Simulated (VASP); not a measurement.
Set up this calculation in VASP 6.6.1, as the native input.

```yaml
Task: single point
Functional: PBE
Potentials_or_basis: VASP PAW PBE potentials, release 64 (Co, Pt, C, N)
Cutoff: 520 eV
k_mesh: 4 × 4 × 4
Occupations: gaussian, width 0.1 eV
Spin: collinear spin, ferromagnetic start
Starting_moments: "[3.0, 0.0, 0.0, 0.0, 0.0, 0.0, 0.0, 0.0, 0.0, 0.0] μB"
Dipole_correction: no
Further_INCAR_settings: ALGO = Normal; EDIFF = 1e-06; NBANDS = 42
```

The structure of CoPtC4N4 lies in POSCAR:

```
CoPtC4N4
1.0
    5.8826218900      0.0000000000      0.0000000000
    0.0000000000      5.8826218900      0.0000000000
    0.0000000000      0.0000000000      5.8826218900
Co Pt C N
1 1 4 4
Direct
    0.0000000000      0.0000000000      0.0000000000
    0.5000000000      0.5000000000      0.5000000000
    0.1881440800      0.1881440800      0.1881440800
    0.1881440800      0.8118559200      0.8118559200
    0.8118559200      0.1881440800      0.8118559200
    0.8118559200      0.8118559200      0.1881440800
    0.3029738000      0.3029738000      0.3029738000
    0.3029738000      0.6970262000      0.6970262000
    0.6970262000      0.3029738000      0.6970262000
    0.6970262000      0.6970262000      0.3029738000
```

One way to write it, as run:

INCAR

```
PREC     = Accurate       # precision mode
ENCUT    = 520            # plane-wave cutoff, eV
EDIFF    = 1E-6           # SCF threshold, eV
ISMEAR   = 0              # smearing method
SIGMA    = 0.1            # smearing width, eV
LREAL    = F              # projectors in reciprocal space
LASPH    = T              # aspherical terms in the spheres
NELM     = 150            # most SCF steps
ALGO     = Normal         # electronic algorithm
ISIF     = 2              # what is computed and relaxed
LWAVE    = F              # write WAVECAR
LCHARG   = F              # write CHGCAR
ISPIN    = 2              # spin polarisation
MAGMOM   = 3 0 0 0 0 0 0 0 0 0 # initial moments
LORBIT   = 11             # projections on sites
LMAXMIX  = 4              # l up to which the mixer works
GGA      = PE             # functional
NBANDS   = 42             # bands
```

KPOINTS

```
Automatic mesh
0
Gamma
  4 4 4
```

Potentials or basis: VASP PAW PBE potentials, release 64 (Co, Pt, C, N).

Run with:

```bash
$ cat potpaw_PBE.64/Co/POTCAR potpaw_PBE.64/Pt/POTCAR potpaw_PBE.64/C/POTCAR potpaw_PBE.64/N/POTCAR > POTCAR
$ mpirun -np 1 vasp_std > vasp.out
```

Results of the run:

| Quantity | Value |
| --- | --- |
| Pressure | 1.6 GPa |
| Largest force | 1.413 eV/Å |
| Band gap on the k mesh | zero (filled and empty bands overlap) |
| Net moment | 1.00 μB per cell |
| Site moments | Co +1.89; Pt -0.93; C -0.02; N -0.00 μB |
| Valence electrons inside the program's atomic spheres | Co 8.31; Pt 9.27; C 2.58; N 3.88 |

Caveat: spin-orbit coupling is left out, which moves the levels of the heavy elements; a cell with one magnetic atom can't hold antiferromagnetic order, which such compounds often take; forces of over 1 eV/Å act on the atoms, so gaps and moduli don't describe the material at rest.

It took 6.3 min on 1 thread of Intel(R) Xeon(R) Platinum 8259CL CPU @ 2.50GHz (Skylake/Cascade Lake), on a shared host, peak memory 0.48 GiB.
